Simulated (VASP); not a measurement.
# KNb3O (Pm-3m) in VASP: further runs, part 2 of 2

VASP 6.6.1.

## Step 3: Single point, PBE

This run uses another cell than the first one, of 17.43 Å³/atom.

Input file INCAR:

```
PREC = Accurate
ENCUT = 520
EDIFF = 1E-6
ISMEAR = 0
SIGMA = 0.1
LREAL = F
LASPH = T
NELM = 100
ALGO = Normal
ISIF = 2
LWAVE = F
LCHARG = F
GGA = PE
NBANDS = 35
```

Input file KPOINTS:

```
Automatic mesh
0
Gamma
  8 8 8
```

Input file POSCAR:

```
KNb3O
1.0
    4.4335208375      0.0000000000      0.0000000000
    0.0000000000      4.4335208375      0.0000000000
    0.0000000000      0.0000000000      4.4335208375
K Nb O
1 3 1
Direct
    0.0000000000      0.0000000000      0.0000000000
    0.5000000000      0.5000000000      0.0000000000
    0.5000000000      0.0000000000      0.5000000000
    0.0000000000      0.5000000000      0.5000000000
    0.5000000000      0.5000000000      0.5000000000
```

Potentials or basis: VASP PAW PBE potentials, release 64 (K_sv, Nb_sv, O).

Launch:

```console
cat potpaw_PBE.64/K_sv/POTCAR potpaw_PBE.64/Nb_sv/POTCAR potpaw_PBE.64/O/POTCAR > POTCAR
mpirun -np 1 vasp_std > vasp.out
```

It took 3.3 min on 1 thread of Intel Xeon 8259CL, shared host; peak memory 0.26 GiB.

The run converged. Its results:

* Free energy: -34.9349 eV
* Pressure: 0.0 GPa
* Band gap on the k mesh: zero (bands 27 and 28 overlap by 1.17 eV)

Levels at points of the mesh, in eV from the Fermi level:
```tsv
k point	band 24	band 25	band 26	band 27	band 28	band 29	band 30	band 31
(0.00, 0.00, 0.00)	-2.74	-2.71	-2.71	0.77	0.77	0.77	1.91	1.91
(0.50, 0.00, 0.00)	-1.27	-1.03	-1.03	-0.14	0.42	0.77	0.77	1.31
(0.50, 0.50, 0.00)	-0.72	-0.72	-0.58	-0.58	-0.40	-0.03	0.62	0.80
(0.50, 0.50, 0.50)	-1.54	-0.45	-0.45	-0.45	1.48	1.48	2.12	2.12
```

## Step 4: Relaxation of cell and atoms, PBE

This run uses another cell than the first one, of 17.36 Å³/atom.

Input file INCAR:

```
  ALGO = Normal
  EDIFF = 1E-6
  EDIFFG = -0.01
  ENCUT = 600
  GGA = PE
  IBRION = 2
  ISIF = 3
  ISMEAR = 0
  LASPH = T
  LCHARG = F
  LREAL = F
  LWAVE = F
  NELM = 80
  NSW = 100
  PREC = Accurate
  SIGMA = 0.1
```

Input file KPOINTS:

```
k-points
0
Gamma
  8 8 8
```

POSCAR, as its differences from that of step 3:

```diff
@@ -2,5 +2,5 @@
 1.0
-    4.4335208375      0.0000000000      0.0000000000
-    0.0000000000      4.4335208375      0.0000000000
-    0.0000000000      0.0000000000      4.4335208375
+    4.4278737694      0.0000000000      0.0000000000
+    0.0000000000      4.4278737694      0.0000000000
+    0.0000000000      0.0000000000      4.4278737694
 K Nb O
```

Potentials or basis: VASP PAW PBE potentials, release 64 (K_sv, Nb_sv, O).

Launch:

```console
cat potpaw_PBE.64/K_sv/POTCAR potpaw_PBE.64/Nb_sv/POTCAR potpaw_PBE.64/O/POTCAR > POTCAR
mpirun -np 1 vasp_std > vasp.out
```

OUTCAR:

```text
EDIFF = 1E-6
   EDIFFG = -0.01
   ENCUT = 600
   GGA = PE
   IBRION = 2
   ISIF = 3
   ISMEAR = 0
   LASPH = T
   LREAL = F
   NELM = 80
   NSW = 100
   PREC = Accurate

 ion  position               nearest neighbor table
   1  0.000  0.000  0.000-   2 3.13   3 3.13   4 3.13   3 3.13   4 3.13   2 3.13   4 3.13   4 3.13
                             2 3.13   3 3.13   3 3.13   2 3.13
   2  0.500  0.500  0.000-   5 2.21   5 2.21   1 3.13   1 3.13   1 3.13   1 3.13
   3  0.500  0.000  0.500-   5 2.21   5 2.21   1 3.13   1 3.13   1 3.13   1 3.13
   4  0.000  0.500  0.500-   5 2.21   5 2.21   1 3.13   1 3.13   1 3.13   1 3.13
   5  0.500  0.500  0.500-   2 2.21   3 2.21   4 2.21   2 2.21   3 2.21   4 2.21

  LATTYP: Found a simple cubic cell.
 ALAT       =     4.4278737694

  Lattice vectors:

 A1 = (   4.4278737694,   0.0000000000,   0.0000000000)
 A2 = (   0.0000000000,   4.4278737694,   0.0000000000)
 A3 = (   0.0000000000,   0.0000000000,   4.4278737694)

Analysis of symmetry for initial positions (statically):
=====================================================================
 Subroutine PRICEL returns:
 Original cell was already a primitive cell.

 Routine SETGRP: Setting up the symmetry group for a
 simple cubic supercell.

 Subroutine GETGRP returns: Found 48 space group operations
 (whereof 48 operations were pure point group operations)
 out of a pool of 48 trial point group operations.

The static configuration has the point symmetry O_h .

Analysis of symmetry for dynamics (positions and initial velocities):
=====================================================================
 Subroutine PRICEL returns:
 Original cell was already a primitive cell.

 Routine SETGRP: Setting up the symmetry group for a
 simple cubic supercell.

 Subroutine GETGRP returns: Found 48 space group operations
 (whereof 48 operations were pure point group operations)
 out of a pool of 48 trial point group operations.

The dynamic configuration has the point symmetry O_h .

[... 133 lines left out ...]
   LEPSILON=     F    determine dielectric tensor
   LRPA    =     F    only Hartree local field effects (RPA)
 conjugate gradient relaxation of ions
 non-spin polarized calculation
 Gauss-broadening in eV      SIGMA  =   0.10
  energy-cutoff  :      600.00
  volume of cell :       86.81
 maximum number of plane-waves:      2945
 NGX is ok and might be reduce to    36
   NGX = 17   NGY = 17   NGZ = 17

--------------------------------------- Ionic step        1  -------------------------------------------

 number of electron      53.9999995 magnetization

 Free energy of the ion-electron system (eV)
  ---------------------------------------------------
  ext. energy  EPLUGINS =         0.00000000
  ---------------------------------------------------
  free energy    TOTEN  =       -34.93620701 eV

  energy without entropy =      -34.89568784  energy(sigma->0) =      -34.91594743

------------------------ aborting loop because EDIFF is reached ----------------------------------------

  FORCE on cell =-STRESS in cart. coord.  units (eV):
  Direction    XX          YY          ZZ          XY          YZ          ZX
  --------------------------------------------------------------------------------------
  -------------------------------------------------------------------------------------
  Total        0.2234804      0.2234804      0.2234804     -0.0000000      0.0000000     -0.0000000
  in kB        4.1244338      4.1244338      4.1244338     -0.0000000      0.0000000     -0.0000000
  external PRESSURE =       4.1244338 kB  Pullay stress =       0.0000000 kB
[... 65 lines left out ...]
--------------------------------------- Ionic step        3  -------------------------------------------

 number of electron      53.9999996 magnetization

 Free energy of the ion-electron system (eV)
  ---------------------------------------------------
  ext. energy  EPLUGINS =         0.00000000
  ---------------------------------------------------
  free energy    TOTEN  =       -34.93662444 eV

  energy without entropy =      -34.89555970  energy(sigma->0) =      -34.91609207

 E-fermi :   8.5013     XC(G=0): -11.5010

 val. band max:        8.5004612906   @ k =   0.2500   0.2500   0.2500
 cond. band min:       8.5028036584   @ k =   0.3750   0.2500   0.1250
 fundamental gap:      0.0023423678
 Fermi energy:         8.5013398900

 k-point     1 :       0.0000    0.0000    0.0000
  band No.  band energies     occupation
      1     -46.7134      2.00000
      2     -46.5994      2.00000
      3     -46.5994      2.00000
      4     -23.0811      2.00000
      5     -23.0811      2.00000
      6     -23.0811      2.00000
[... 829 lines left out ...]
     31       9.8841      0.00000
     32       9.9404      0.00000

 [... further k-points ...]

------------------------ aborting loop because EDIFF is reached ----------------------------------------

  FORCE on cell =-STRESS in cart. coord.  units (eV):
  Direction    XX          YY          ZZ          XY          YZ          ZX
  --------------------------------------------------------------------------------------
  -------------------------------------------------------------------------------------
  Total       -0.0015821     -0.0015821     -0.0015821      0.0000000     -0.0000000     -0.0000000
  in kB       -0.0290920     -0.0290920     -0.0290920      0.0000000     -0.0000000     -0.0000000
  external PRESSURE =      -0.0290920 kB  Pullay stress =       0.0000000 kB
[... 20 lines left out ...]
  FREE ENERGIE OF THE ION-ELECTRON SYSTEM (eV)
  ---------------------------------------------------
  free  energy   TOTEN  =       -34.9366244428 eV

  energy  without entropy=      -34.8955597001  energy(sigma->0) =      -34.91609207

 reached required accuracy - stopping structural energy minimisation
```

OSZICAR:

```text
N       E                     dE             d eps       ncg     rms          rms(c)
DAV:   1     0.750621296535E+03    0.75062E+03   -0.32441E+04  2240   0.195E+03
DAV:   2     0.355478713964E+02   -0.71507E+03   -0.70365E+03  2488   0.726E+02
DAV:   3    -0.314266351230E+02   -0.66975E+02   -0.65763E+02  3696   0.165E+02
[... 29 lines left out ...]
DAV:   5    -0.349365865516E+02   -0.39461E-04   -0.71550E-05  4424   0.449E-02    0.273E-02
DAV:   6    -0.349366155608E+02   -0.29009E-04   -0.29425E-05  3856   0.266E-02    0.103E-02
DAV:   7    -0.349366215333E+02   -0.59725E-05   -0.55738E-06  2720   0.132E-02    0.437E-03
DAV:   8    -0.349366243776E+02   -0.28442E-05   -0.41258E-06  2824   0.104E-02    0.147E-03
DAV:   9    -0.349366244428E+02   -0.65253E-07   -0.32260E-07  1656   0.516E-03
   3 F= -.34936624E+02 E0= -.34916092E+02  d E =-.417435E-03
```

Run time: 5.5 min. Hardware: 1 thread of Intel Xeon 8259CL, shared host; peak memory 0.29 GiB.

What came out:

```
Free energy                           : -34.9366 eV
Relaxed volume                        : 17.43 Å³/atom
Relaxed cell                          : a = 4.433 Å, b = 4.433 Å, c = 4.433 Å, α = 90.00°, β = 90.00°, γ = 90.00°
Space group after relaxing (to 0.1 Å) : Pm-3m (No. 221)
Energy gained by relaxing             : 0.1 meV/atom
Ionic steps                           : 3
Pressure after relaxing               : 0.0 GPa
Band gap on the k mesh                : zero (bands 27 and 28 overlap by 1.17 eV)
```

The path:
```tsv
step	energy change (eV)	largest force (eV/Å)	pressure (GPa)	volume (Å³)
1	0.0000	0.0000	0.41	86.81
2	-0.0002	0.0000	-0.32	87.38
3	-0.0004	0.0000	0.00	87.13
```

Final structure:
```
K Nb O
1.0
     4.43329    0.00000    0.00000
     0.00000    4.43329    0.00000
     0.00000    0.00000    4.43329
K Nb O
1 3 1
Direct
  0.00000 0.00000 0.00000
  0.50000 0.50000 0.00000
  0.50000 0.00000 0.50000
  0.00000 0.50000 0.50000
  0.50000 0.50000 0.50000
```

Levels at points of the mesh, in eV from the Fermi level:
```
           k point  band 25  band 26  band 27  band 28  band 29  band 30
(0.00, 0.00, 0.00)    -2.71    -2.71     0.77     0.77     0.77     1.91
(0.50, 0.00, 0.00)    -1.03    -1.03    -0.14     0.42     0.77     0.77
(0.50, 0.50, 0.00)    -0.72    -0.58    -0.58    -0.40    -0.03     0.62
(0.50, 0.50, 0.50)    -0.45    -0.45    -0.45     1.48     1.48     2.12
```

## Step 5: The runs side by side

```csv
task,cell,k mesh,cutoff (eV),gap on the mesh (eV),pressure (GPa),relaxed volume (Å³/atom)
relaxation of cell and atoms,"relaxed from a = 4.319 Å, 5 atoms",4 × 4 × 4,600,none,0.0,17.40
single point,"a = 4.434 Å, 5 atoms",8 × 8 × 8,520,none,0.0,-
relaxation of cell and atoms,"relaxed from a = 4.428 Å, 5 atoms",8 × 8 × 8,600,none,0.0,17.43
```

Alike in all rows: level PBE; potentials or basis VASP PAW PBE potentials, release 64 (K_sv, Nb_sv, O); no spin polarisation; smearing gaussian 0.1 eV.

Caveats: some runs use coarse meshes.

Total energies depend on the potentials used, so only differences within one code and one set of settings carry meaning.
